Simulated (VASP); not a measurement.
Te2Mo, 3 atoms in the cell. The cell holds a slab with vacuum, 3 atoms: a = 3.597 Å, b = 3.597 Å, c = 33.270 Å, α = 90.00°, β = 90.00°, γ = 120.00°. 

```yaml
Program: VASP 6.6.1
Task: single point
Functional: PBE
Dispersion: D3(BJ)
Potentials_or_basis: VASP PAW PBE potentials, release 64 (Te, Mo_sv)
Cutoff: 520 eV
k_mesh: 9 × 9 × 1
Occupations: gaussian, width 0.02 eV
Spin: no spin polarisation
Dipole_correction: yes
Further_INCAR_settings: ALGO = Normal; EDIFF = 1e-06; NBANDS = 20
```

Potentials or basis: VASP PAW PBE potentials, release 64 (Te, Mo_sv).

Command:

```sh
$ cat potpaw_PBE.64/Te/POTCAR potpaw_PBE.64/Mo_sv/POTCAR > POTCAR
$ mpirun -np 1 vasp_std > vasp.out
```

Hardware: 1 thread of AMD EPYC 9R45 (Zen 5), on a shared host.

Problem. Estimate the wall time of this run.

Solution. Run time: 2.6 min on 1 thread of AMD EPYC 9R45 (Zen 5), with other jobs on the host, peak memory 0.44 GiB. Counts: scf iterations 22, k points 12.
